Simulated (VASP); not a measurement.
## Fe: single point with PBEsol+D4

Fe:

```
Fe
1.0
    -1.46199    1.46199    1.46199
     1.46199   -1.46199    1.46199
     1.46199    1.46199   -1.46199
Fe
1
Direct
  0.00000 0.00000 0.00000
```

| Item | Value |
| --- | --- |
| Program | VASP 6.6.1 |
| Task | single point |
| Functional | PBEsol |
| Dispersion | D4 |
| Potentials or basis | VASP PAW PBE potentials, release 64 (Fe_sv) |
| Cutoff | 690 eV |
| k mesh | 13 × 13 × 13 |
| Occupations | fermi-dirac, width 0.05 eV |
| Spin | collinear spin, ferromagnetic start |
| Starting moments | [3.0] μB |

| Quantity | Value |
| --- | --- |
| Pressure | -24.3 GPa |
| Net moment | 2.40 μB per cell |
| Site moments | Fe +2.40 μB |
| Valence electrons inside the program's atomic spheres | Fe 13.69 |
| Dispersion energy per atom | -0.186 eV |

Levels at points of the mesh, in eV from the Fermi level:
Spin up:
```csv
k point,band 6,band 7,band 8,band 9,band 10,band 11,band 12,band 13
"(0.00, 0.00, 0.00)",-2.16,-2.16,-2.16,-1.04,-1.04,23.55,23.55,23.55
```
Spin down:
```
           k point  band 4  band 5  band 6  band 7  band 8  band 9  band 10  band 11
(0.00, 0.00, 0.00)  -50.90   -7.75    0.02    0.02    0.02    1.77     1.77    23.43
```

It took 45 s on 1 thread of Intel(R) Xeon(R) Platinum 8259CL CPU @ 2.50GHz (Skylake/Cascade Lake), with other jobs on the host, peak memory 0.18 GiB.

Caveat: the cell stands under tension; the PAW data sets were made with another functional, which shifts forces and pressure a little.
